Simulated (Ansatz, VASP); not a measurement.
## One calculation of C3N2, two programs

```
C N
1.0
     2.52865    0.00000    0.00000
    -1.26433    2.18988    0.00000
     0.00000    0.00000    5.15467
C N
3 2
Direct
  0.33333 0.66667 0.44876
  0.66667 0.33333 0.55124
  0.00000 0.00000 0.00000
  0.33333 0.66667 0.16776
  0.66667 0.33333 0.83224
```

Change from the starting cell: species swapped into the Mg2Sb3 type (P-3m1, No. 164).

Alike in both runs: functional PBE; k mesh 6 × 6 × 4; occupations gaussian, width 0.1 eV; collinear spin.

Ansatz relaxed the structure, and its values are those at the end. VASP's run is a single point on that final structure, the one shown.

|  | VASP | Ansatz |
| --- | --- | --- |
| version | VASP 6.6.1 | Ansatz 0.2.0 |
| potentials or method | VASP PAW PBE potentials, release 64 (C, N), cutoff 520 eV | scalar-relativistic, plane waves, PAW |
| valence electrons in the cell | 22 | 22 |

|  | VASP | Ansatz | Ansatz less VASP |
| --- | --- | --- | --- |
| gap on the k mesh at the Fermi level (eV) | 1.72 | 1.72 | -0.003 |
| least direct gap on the mesh (eV) | 2.01 | 2.01 | 0.000 |
| pressure (GPa) | 0.3 | 0.0 | -0.22 |
| rms of the force components (eV/Å) | 0.019 | 0.004 | -0.0152 |
| net moment per atom (μB) | 0.00 | 0.00 | 0.000 |

Ansatz's warnings: seeded moment not kept.

The k mesh is coarse, so the values compare programs but aren't converged.
